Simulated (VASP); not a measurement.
# Sb (P2_1/m) in VASP: a series of runs

Aim: see how the results for Sb move with the level of theory and the settings. Levels: HSE06, PBE0, r2SCAN, PBEsol. Tasks: single point.

Everything below comes from runs of VASP 6.6.1. Logs are shortened: lines on timing, memory, paths and dates and some standing lists are left out, and cuts for length are marked.

## 1. The cell of the first run

Symmetry: P2_1/m, No. 11, monoclinic system. The conventional cell has a = 3.122 Å, b = 4.348 Å, c = 4.406 Å, α = 90.00°, β = 90.51°, γ = 90.00°. Within 4.0 Å of Sb (site symmetry m) lie 6 Sb at 3.04 to 3.15 Å.

## 2. Single point, HSE06

File POSCAR:

```
Sb
1.0
    3.1224020000      0.0000000000      0.0000000000
    0.0000000000      4.3475180000      0.0000000000
   -0.0389150000      0.0000000000      4.4058520000
Sb
2
Direct
    0.0113890000      0.2500000000      0.2411660000
    0.9886110000      0.7500000000      0.7588340000
```

File INCAR.step1:

```
PREC = Accurate ; ENCUT = 520
EDIFF = 1E-5 ; ISMEAR = -1
SIGMA = 0.05 ; LREAL = F
LASPH = T ; NELM = 80
ALGO = Normal ; ISIF = 2
LWAVE = T ; LCHARG = F
NBANDS = 12 ; GGA = PE
```

File INCAR.step2:

```
PREC = Accurate ; ENCUT = 520
EDIFF = 1E-6 ; ISMEAR = -1
SIGMA = 0.05 ; LREAL = F
LASPH = T ; NELM = 80
ALGO = Normal ; ISIF = 2
LWAVE = F ; LCHARG = F
GGA = PE ; LHFCALC = T
HFSCREEN = 0.2079 ; PRECFOCK = Normal
NBANDS = 12 ; ISTART = 1
```

File KPOINTS:

```
Automatic mesh
0
Gamma
  6 4 4
```

Potentials or basis: VASP PAW PBE potentials, release 64 (Sb).

Command:

```sh
> cat potpaw_PBE.64/Sb/POTCAR > POTCAR
> cp INCAR.step1 INCAR
> mpirun -np 1 vasp_std > vasp.out
> cp INCAR.step2 INCAR
> mpirun -np 1 vasp_std > vasp.out
```

OUTCAR:

```text
PREC = Accurate
   ENCUT = 520
   EDIFF = 1E-6
   ISMEAR = -1
   LREAL = F
   LASPH = T
   NELM = 80
   ISIF = 2
   GGA = PE
   LHFCALC = T
   HFSCREEN = 0.2079
   PRECFOCK = Normal
   ISTART = 1

 ion  position               nearest neighbor table
   1  0.011  0.250  0.241-   2 3.04   2 3.04   2 3.15   2 3.15
   2  0.989  0.750  0.759-   1 3.04   1 3.04   1 3.15   1 3.15

  LATTYP: Found a simple monoclinic cell.
 ALAT       =     3.1224020000
 B/A-ratio  =     1.3923633152
 C/A-ratio  =     1.4111007668
 COS(beta)  =    -0.0088322263

  Lattice vectors:

 A1 = (   3.1224020000,   0.0000000000,   0.0000000000)
 A2 = (   0.0000000000,   4.3475180000,   0.0000000000)
 A3 = (  -0.0389150000,   0.0000000000,   4.4058520000)

Analysis of symmetry for initial positions (statically):
=====================================================================
 Subroutine PRICEL returns:
 Original cell was already a primitive cell.

 Routine SETGRP: Setting up the symmetry group for a
 simple monoclinic supercell.

 Subroutine GETGRP returns: Found  4 space group operations
 (whereof  2 operations were pure point group operations)
 out of a pool of  4 trial point group operations.

The static configuration has the point symmetry S_2 .
 The point group associated with its full space group is C_2h.

Analysis of symmetry for dynamics (positions and initial velocities):
=====================================================================
 Subroutine PRICEL returns:
 Original cell was already a primitive cell.

 Routine SETGRP: Setting up the symmetry group for a
 simple monoclinic supercell.

 Subroutine GETGRP returns: Found  4 space group operations
 (whereof  2 operations were pure point group operations)
 out of a pool of  4 trial point group operations.

The dynamic configuration has the point symmetry S_2 .
 The point group associated with its full space group is C_2h.

 Subroutine INISYM returns: Found  4 space group operations
 (whereof  2 operations are pure point group operations),
 and found     1 'primitive' translations

----------------------------------------------------------------------------------------

                                     Primitive cell

  volume of cell :      59.8081

  direct lattice vectors                    reciprocal lattice vectors
     3.122402000  0.000000000  0.000000000     0.320266257  0.000000000  0.002828774
     0.000000000  4.347518000  0.000000000     0.000000000  0.230016299  0.000000000
    -0.038915000  0.000000000  4.405852000     0.000000000  0.000000000  0.226970856

  length of vectors
     3.122402000  4.347518000  4.406023856     0.320278749  0.230016299  0.226970856

  position of ions in fractional coordinates (direct lattice)
     0.011389000  0.250000000  0.241166000
     0.988611000  0.750000000  0.758834000

  ion indices of the primitive-cell ions
   primitive index   ion index
                 1           1
                 2           2

----------------------------------------------------------------------------------------

 KPOINTS: Automatic mesh

Automatic generation of k-mesh.
 Grid dimensions read from file:
 generate k-points for:    6    4    4

 Generating k-lattice:

  Cartesian coordinates                     Fractional coordinates (reciprocal lattice)
     0.053377709  0.000000000  0.000471462     0.166666667  0.000000000  0.000000000
     0.000000000  0.057504075  0.000000000     0.000000000  0.250000000  0.000000000
     0.000000000  0.000000000  0.056742714     0.000000000  0.000000000  0.250000000

  Length of vectors
     0.053379791  0.057504075  0.056742714

  Shift w.r.t. Gamma in fractional coordinates (k-lattice)
     0.000000000  0.000000000  0.000000000

 Subroutine IBZKPT returns following result:
 ===========================================

 Found     42 irreducible k-points:

 Following reciprocal coordinates:
            Coordinates               Weight
  0.000000  0.000000  0.000000      1.000000
  0.166667  0.000000  0.000000      2.000000
  0.333333  0.000000  0.000000      2.000000
  0.500000  0.000000  0.000000      1.000000
  0.000000  0.250000  0.000000      2.000000
  0.166667  0.250000  0.000000      4.000000
[... 16 lines left out ...]
 -0.333333  0.250000  0.250000      4.000000
 -0.166667  0.250000  0.250000      4.000000
 [... further k-points ...]
   k-points           NKPTS =     42   k-points in BZ     NKDIM =     96   number of bands    NBANDS=     12
   number of dos      NEDOS =    301   number of ions     NIONS =      2
   total plane-waves  NPLWV =  27648
   dimension x,y,z NGX =    24 NGY =   32 NGZ =   36
   dimension x,y,z NGXF=    48 NGYF=   64 NGZF=   72
   ions per type =               2
   NGX,Y,Z   is equivalent  to a cutoff of  12.78, 12.24, 13.58 a.u.
   NGXF,Y,Z  is equivalent  to a cutoff of  25.56, 24.47, 27.17 a.u.
 SYSTEM =  unknown system
   PREC   = accura    normal or accurate (medium, high low for compatibility)
   ISTART =      1    job   : 0-new  1-cont  2-samecut
   ICHARG =      0    charge: 1-file 2-atom 10-const
   ISPIN  =      1    spin polarized calculation?
   LNONCOLLINEAR =      F non collinear calculations
   LSORBIT =      F    spin-orbit coupling
   LASPH  =      T    aspherical Exc in radial PAW
   ENCUT  =  520.0 eV  38.22 Ry    6.18 a.u.   5.81  8.08  8.19*2*pi/ulx,y,z
   NELM   =     80;   NELMIN=  2; NELMDL=  0     # of ELM steps
   EDIFF  = 0.1E-05   stopping-criterion for ELM
   LREAL  =      F    real-space projection
   EDIFFG = 0.1E-04   stopping-criterion for IOM
   NSW    =      0    number of steps for IOM
   IBRION =     -1    ionic relax: 0-MD 1-quasi-New 2-CG
   NFREE  =      0    steps in history (QN), initial steepest desc. (CG)
   ISIF   =      2    stress and relaxation
   ISYM   =      3    0-nonsym 1-usesym 2-fastsym
   POTIM  = 0.5000    time-step for ionic-motion
   TEBEG  =    0.0;   TEEND  =   0.0 temperature during run
   PSTRESS=    0.0 pullay stress
   NELECT =      10.0000    total number of electrons
   NUPDOWN=      -1.0000    fix difference up-down
   EMIN   =  10.00;   EMAX   =-10.00  energy-range for DOS
   EFERMI =   0.00;   METHOD = LEGACY
   ISMEAR =    -1;   SIGMA  =   0.05  broadening in eV -4-tet -1-fermi 0-gaus
   EFERMI_NEDOS =   21; number of points for ismear=-14 and -15
   IALGO  =     38    algorithm
   IMIX   =      1    mixing-type and parameters
     AMIX     =   0.40;   BMIX     =  1.00
     AMIX_MAG =   1.60;   BMIX_MAG =  1.00
  volume/ion in A,a.u.               =      29.90       201.80
  Fermi-wavevector in a.u.,A,eV,Ry     =   0.901893  1.704330 11.067117  0.813410
  Thomas-Fermi vector in A             =   2.025029
   LORBIT       =      0    0 simple, 1 ext, 2 COOP (PROOUT), +10 PAW based schemes
   GGA     = PE    functional components
   LHFCALC =     T    Hartree Fock is set to
   PRECFOCK=normal    Normal, Fast or Accurate (Low or Medium for compatibility)
   ENCUT4O =  -1.0   cutoff for four orbital integrals eV
   NKREDX  =     1    reduce k-point grid by
   NKREDY  =     1    reduce k-point grid by
   NKREDZ  =     1    reduce k-point grid by
   AEXX    =    0.2500 exact exchange contribution
   HFSCREEN=    0.2079 screening length (either q_TF or 0.3 A-1)
   HFSCREENC=   0.2079 screening length for correlation (either q_TF or 0.3 A-1)
   ENCUTFOCK=  -1.0 apply spherical cutoff to Coloumb kernel
   IVDW    =     0    specifies the selected vdW correction
   LEPSILON=     F    determine dielectric tensor
   LRPA    =     F    only Hartree local field effects (RPA)
 non-spin polarized calculation
  energy-cutoff  :      520.00
  volume of cell :       59.81
 maximum number of plane-waves:      1648
  NGX = 18; NGY = 28; NGZ = 28

 number of electron       9.9999999 magnetization

 Free energy of the ion-electron system (eV)
  ---------------------------------------------------
  ext. energy  EPLUGINS =         0.00000000
  ---------------------------------------------------
  free energy    TOTEN  =       -10.01159978 eV

  energy without entropy =      -10.00797951  energy(sigma->0) =      -10.00978965

 E-fermi :   6.9043     XC(G=0):  -8.0256

 val. band max:        6.7934452918   @ k =   0.3333   0.0000   0.2500
 cond. band min:       6.9598838176   @ k =   0.1667   0.0000   0.0000
 fundamental gap:      0.1664385258
 Fermi energy:         6.9043341528

 k-point     1 :       0.0000    0.0000    0.0000
  band No.  band energies     occupation
      1      -6.8699      2.00000
      2      -1.1319      2.00000
      3       2.8245      2.00000
      4       2.9720      2.00000
      5       9.3570      0.00000
      6      10.5830      0.00000
      7      10.7533      0.00000
      8      10.8909      0.00000
      9      14.1916      0.00000
     10      14.4083      0.00000
     11      15.0445      0.00000
     12      15.8796      0.00000

 k-point     2 :       0.1667    0.0000    0.0000
  band No.  band energies     occupation
      1      -6.4374      2.00000
      2      -0.6784      2.00000
      3       3.2204      2.00000
      4       3.3688      2.00000
      5       6.9599      0.49537
      6       9.7575      0.00000
      7      11.1615      0.00000
      8      11.2924      0.00000
      9      11.8430      0.00000
     10      14.7414      0.00000
     11      15.6797      0.00000
     12      16.8764      0.00000

 k-point     3 :       0.3333    0.0000    0.0000
  band No.  band energies     occupation
      1      -5.2397      2.00000
      2       0.6504      2.00000
      3       2.7453      2.00000
      4       4.2103      2.00000
      5       4.3565      2.00000
      6       7.5698      0.00000
      7      10.8998      0.00000
      8      12.1685      0.00000
      9      12.3098      0.00000
     10      13.6181      0.00000
     11      13.7745      0.00000
     12      15.6768      0.00000
[... 286 lines left out ...]
 k-point    23 :      -0.3333    0.2500    0.2500
  band No.  band energies     occupation
      1      -4.2649      2.00000
      2      -1.3769      2.00000
      3       2.9582      2.00000
      4       3.6600      2.00000
      5       5.9630      2.00000
      6       6.3622      1.99996
      7       8.9101      0.00000
      8      11.7684      0.00000
      9      13.1093      0.00000
     10      14.1591      0.00000
     11      14.2677      0.00000
     12      16.8628      0.00000

 k-point    24 :      -0.1667    0.2500    0.2500
  band No.  band energies     occupation
      1      -5.4653      2.00000
      2      -2.6419      2.00000
      3       1.9136      2.00000
      4       5.1750      2.00000
      5       7.6102      0.00000
      6       7.9515      0.00000
      7      10.3814      0.00000
      8      12.0712      0.00000
      9      12.9940      0.00000
     10      15.4000      0.00000
     11      15.9426      0.00000
     12      17.5540      0.00000

 [... further k-points ...]

------------------------ aborting loop because EDIFF is reached ----------------------------------------

  FORCE on cell =-STRESS in cart. coord.  units (eV):
  Direction    XX          YY          ZZ          XY          YZ          ZX
  --------------------------------------------------------------------------------------
  -------------------------------------------------------------------------------------
  Total       -2.6369878      0.0336283     -0.0025088      0.0000000      0.0000000      0.0136217
  in kB      -70.6412856      0.9008550     -0.0672060      0.0000000      0.0000000      0.3649056
  external PRESSURE =     -23.2692122 kB  Pullay stress =       0.0000000 kB

 VOLUME and BASIS-vectors are now :
 -----------------------------------------------------------------------------
  energy-cutoff  :      520.00
  volume of cell :       59.81
      direct lattice vectors                 reciprocal lattice vectors
     3.122402000  0.000000000  0.000000000     0.320266257  0.000000000  0.002828774
     0.000000000  4.347518000  0.000000000     0.000000000  0.230016299  0.000000000
    -0.038915000  0.000000000  4.405852000     0.000000000  0.000000000  0.226970856

 POSITION                                       TOTAL-FORCE (eV/Angst)
 -----------------------------------------------------------------------------------
      0.02618      1.08688      1.06254        -0.045480      0.000000     -0.051025
      3.05731      3.26064      3.34331         0.045480     -0.000000      0.051025
 -----------------------------------------------------------------------------------
    total drift:                               -0.000000      0.000000     -0.000000

  FREE ENERGIE OF THE ION-ELECTRON SYSTEM (eV)
  ---------------------------------------------------
  free  energy   TOTEN  =       -10.0115997807 eV

  energy  without entropy=      -10.0079795115  energy(sigma->0) =      -10.00978965
```

Wall time 19 min (1 thread of Intel Xeon 6975P-C (Granite Rapids), shared host); peak memory 0.3 GiB.

Results:

```yaml
Free_energy: -10.0116 eV
Pressure: -2.3 GPa
Largest_force: 0.068 eV/Å
Band_gap_on_the_k_mesh: zero (bands 5 and 6 overlap by 9.84 eV)
```

Forces on the atoms (eV/Å):
```
Sb  -0.045  0.000 -0.051
Sb   0.045  0.000  0.051
```

Levels at points of the mesh, in eV from the Fermi level:
| k point | band 2 | band 3 | band 4 | band 5 | band 6 | band 7 | band 8 | band 9 |
| --- | --- | --- | --- | --- | --- | --- | --- | --- |
| (0.00, 0.00, 0.00) | -8.04 | -4.08 | -3.93 | 2.45 | 3.68 | 3.85 | 3.99 | 7.29 |
| (0.50, 0.00, 0.00) | -6.29 | -4.83 | -2.04 | -1.88 | -1.82 | 5.04 | 5.31 | 5.35 |
| (0.00, 0.50, 0.00) | -11.78 | -1.62 | -1.62 | -0.86 | -0.86 | 5.48 | 5.48 | 8.85 |
| (0.50, 0.50, 0.00) | -9.08 | -4.45 | -4.45 | 0.55 | 0.55 | 1.80 | 1.80 | 6.13 |
| (0.00, 0.00, 0.50) | -11.58 | -1.75 | -1.10 | -0.88 | -0.76 | 5.25 | 5.65 | 8.52 |
| (0.50, 0.00, 0.50) | -8.86 | -4.65 | -4.30 | 0.36 | 1.10 | 1.85 | 1.90 | 6.10 |
| (0.00, 0.50, 0.50) | -11.03 | -6.32 | -6.32 | 5.85 | 5.85 | 6.11 | 6.11 | 9.58 |
| (0.50, 0.50, 0.50) | -8.19 | -4.09 | -4.09 | -3.99 | -3.99 | 2.51 | 2.51 | 8.28 |

Caveat: the k points lie up to 0.36 Å⁻¹ apart, too coarse for converged energies and pressures of a metal; the PAW data sets were made with another functional, which shifts forces and pressure a little; spin-orbit coupling is left out, which moves the levels of the heavy elements.

(Continued in part 2 of 2.)
